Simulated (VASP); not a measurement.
CdS: relaxation of cell and atoms with r2SCAN

CdS:

```
Cd S
1.0
     4.19655    0.00000    0.00000
    -2.09828    3.63432    0.00000
     0.00000    0.00000    6.82771
Cd S
2 2
Direct
  0.33333 0.66667 0.99921
  0.66667 0.33333 0.49921
  0.33333 0.66667 0.37579
  0.66667 0.33333 0.87579
```

```yaml
Program: VASP 6.6.1
Task: relaxation of cell and atoms
Functional: r2SCAN
Potentials_or_basis: VASP PAW PBE potentials, release 64 (Cd, S)
Cutoff: 600 eV
k_mesh: 6 × 6 × 4
Occupations: fermi-dirac, width 0.02 eV
Spin: no spin polarisation
Dipole_correction: no
Further_INCAR_settings: ALGO = Normal; EDIFF = 1e-07; IBRION = 2; EDIFFG = -0.005; NSW = 80; ISIF = 3
```

| Quantity | Value |
| --- | --- |
| Relaxed volume | 25.51 Å³/atom |
| Relaxed cell | a = 4.169 Å, b = 4.169 Å, c = 6.780 Å, α = 90.00°, β = 90.00°, γ = 120.00° |
| Space group after relaxing (to 0.1 Å) | P6_3mc (No. 186) |
| Energy gained by relaxing | 1.9 meV/atom |
| Ionic steps | 3 |
| Pressure after relaxing | 0.0 GPa |
| Band gap on the k mesh | 1.61 eV |

Forces in eV/Å, atoms in the order of the input:
```
Cd   0.000  0.000 -0.002
Cd   0.000  0.000 -0.002
S    0.000  0.000  0.002
S    0.000  0.000  0.002
```

Step by step:
| step | energy change (eV) | largest force (eV/Å) | pressure (GPa) | volume (Å³) |
| --- | --- | --- | --- | --- |
| 1 | 0.0000 | 0.0022 | -1.17 | 104.13 |
| 2 | -0.0067 | 0.0025 | 0.45 | 101.30 |
| 3 | -0.0078 | 0.0023 | 0.00 | 102.04 |

Final structure:
```cif
data_structure
_symmetry_space_group_name_H-M 'P 1'
_symmetry_Int_Tables_number 1
_cell_length_a 4.1687
_cell_length_b 4.1687
_cell_length_c 6.7804
_cell_angle_alpha 90.000
_cell_angle_beta 90.000
_cell_angle_gamma 120.000
_cell_volume 102.04
loop_
_atom_site_label
_atom_site_type_symbol
_atom_site_fract_x
_atom_site_fract_y
_atom_site_fract_z
_atom_site_occupancy
Cd1 Cd 0.33333 0.66667 0.99920 1
Cd2 Cd 0.66667 0.33333 0.49920 1
S1 S 0.33333 0.66667 0.37580 1
S2 S 0.66667 0.33333 0.87580 1
```

Levels at points of the mesh, in eV from the valence-band top:
```
           k point  band 15  band 16  band 17  band 18  band 19  band 20  band 21  band 22
(0.00, 0.00, 0.00)    -0.74    -0.04     0.00     0.00     1.61     3.22     6.99     6.99
(0.50, 0.00, 0.00)    -2.58    -1.84    -1.26    -0.74     4.14     4.25     5.42     6.82
(0.00, 0.00, 0.50)    -0.38    -0.38    -0.38    -0.38     3.26     3.26     6.61     6.61
(0.50, 0.00, 0.50)    -1.32    -1.32    -1.30    -1.30     3.87     3.87     5.79     5.79
```

It took 23 min on 1 thread of AMD EPYC 7R13 (shared host), peak memory 0.28 GiB.

Caveat: the PAW data sets were made with another functional, which shifts forces and pressure a little.
